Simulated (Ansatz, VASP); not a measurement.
# Two plane-wave programs on Ga3As3CO

```
Ga As O C
1.0
     4.01370    0.00000    0.00000
     0.00000    5.67623    0.00000
     0.00000    0.00000   23.33527
Ga As O C
3 3 1 1
Direct
  0.50000 0.50000 0.17141
  0.00000 0.06538 0.26800
  0.50000 0.48946 0.32285
  0.00000 0.25000 0.17141
  0.50000 0.81022 0.25049
  0.00000 0.28876 0.35934
  0.00000 0.45542 0.48361
  0.00000 0.45542 0.53290
```

Alike in both runs: task single point; functional PBE; dispersion D3(BJ); k mesh 7 × 5 × 1; occupations gaussian, width 0.05 eV; no spin polarisation.

|  | VASP | Ansatz |
| --- | --- | --- |
| version | VASP 6.6.1 | Ansatz 0.2.0 |
| potentials or method | VASP PAW PBE potentials, release 64 (Ga_d, As, O, C), cutoff 520 eV | scalar-relativistic, plane waves, PAW |
| valence electrons in the cell | 64 | 94 |

VASP gave:

```
gap on the k mesh at the Fermi level (eV) : 0.40
least direct gap on the mesh (eV)         : 0.74
rms of the force components (eV/Å)        : 0.399
```

**Question.** Estimate Ansatz's values.

**Answer.** gap on the k mesh at the Fermi level (eV): 0.40; least direct gap on the mesh (eV): 0.75; rms of the force components (eV/Å): 0.568.

One of these differences is far larger than is usual between the two programs; its cause wasn't traced. VASP's potentials hold 64 valence electrons a cell and Ansatz's 94, so a difference there can come from the potentials and not from the codes.

Noted on VASP's run: the standard files for N, O and F lose accuracy on very short bonds.
